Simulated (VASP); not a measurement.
A run of VASP 6.6.1 is set up as follows.

Contents of INCAR:

```
PREC = Accurate
ENCUT = 520
EDIFF = 1E-6
ISMEAR = 0
SIGMA = 0.02
LREAL = F
LASPH = T
NELM = 100
ALGO = Normal
ISIF = 2
LWAVE = F
LCHARG = F
LDIPOL = T
IDIPOL = 3
DIPOL = 0.5 0.5 0.500
GGA = CA
NBANDS = 22
```

KPOINTS

```
regular mesh
0
Gamma
  9 9 1
```

Contents of POSCAR:

```
Bi
1.0
    4.4190000000      0.0000000000      0.0000000000
   -2.2095000000      3.8269662593      0.0000000000
    0.0000000000      0.0000000000     28.0000000000
Bi
2
Direct
    0.3333333333      0.6666666667      0.5262500000
    0.6666666667      0.3333333333      0.4737500000
```

Potentials or basis: VASP PAW LDA potentials, release 64 (Bi_d).

Command:

```console
$ cat potpaw_LDA.64/Bi_d/POTCAR > POTCAR
$ mpirun -np 1 vasp_std > vasp.out
```

Question: Predict the largest force.

Answer: 1.287 eV/Å.

Forces in eV/Å, atoms in the order of the input:
```
Bi   0.000  0.000  1.287
Bi   0.000  0.000 -1.287
```
